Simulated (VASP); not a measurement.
Set up this calculation in VASP 6.6.1, as the native input.

* Task: single point
* Functional: LDA
* Potentials or basis: VASP PAW LDA potentials, release 64 (In_d)
* Cutoff: 520 eV
* k mesh: 9 × 9 × 9
* Occupations: fermi-dirac, width 0.05 eV
* Spin: no spin polarisation
* Dipole correction: no
* Further INCAR settings: ALGO = Fast; EDIFF = 1e-06; NBANDS = 26

The structure of In lies in POSCAR:

```
In
1.0
    1.6584308627      0.9574955050      8.1523779443
   -1.6584308627      0.9574955050      8.1523779443
    0.0000000000     -1.9149910100      8.1523779443
In
3
Direct
    0.2219877600      0.2219877600      0.2219877600
    0.7780122400      0.7780122400      0.7780122400
    0.0000000000      0.0000000000      0.0000000000
```

The input as run:

INCAR

```
SYSTEM = In
PREC     = Accurate       ! precision mode
ENCUT    = 520            ! plane-wave cutoff, eV
EDIFF    = 1E-6           ! SCF threshold, eV
ISMEAR   = -1             ! smearing method
SIGMA    = 0.05           ! smearing width, eV
LREAL    = .FALSE.        ! projectors in reciprocal space
LASPH    = .TRUE.         ! aspherical terms in the spheres
NELM     = 100            ! most SCF steps
ALGO     = Fast           ! electronic algorithm
ISIF     = 2              ! what is computed and relaxed
LWAVE    = .FALSE.        ! write WAVECAR
LCHARG   = .FALSE.        ! write CHGCAR
NBANDS   = 26             ! bands
```

KPOINTS

```
Automatic mesh
0
G
  9 9 9
  0 0 0
```

Potentials or basis: VASP PAW LDA potentials, release 64 (In_d).

The run is started by

```console
$ cat potpaw_LDA.64/In_d/POTCAR > POTCAR
$ mpirun -np 1 vasp_std > vasp.out
```

It gave:

* Pressure: -1.9 GPa
* Largest force: 0.025 eV/Å
* Band gap on the k mesh: zero (an odd number of electrons rules out a gap without spin polarisation)

Caveat: spin-orbit coupling is left out, which moves the levels of the heavy elements.

Run time: 20 min on 1 thread of Intel(R) Xeon(R) Platinum 8488C (Sapphire Rapids) (shared host), peak memory 0.46 GiB.
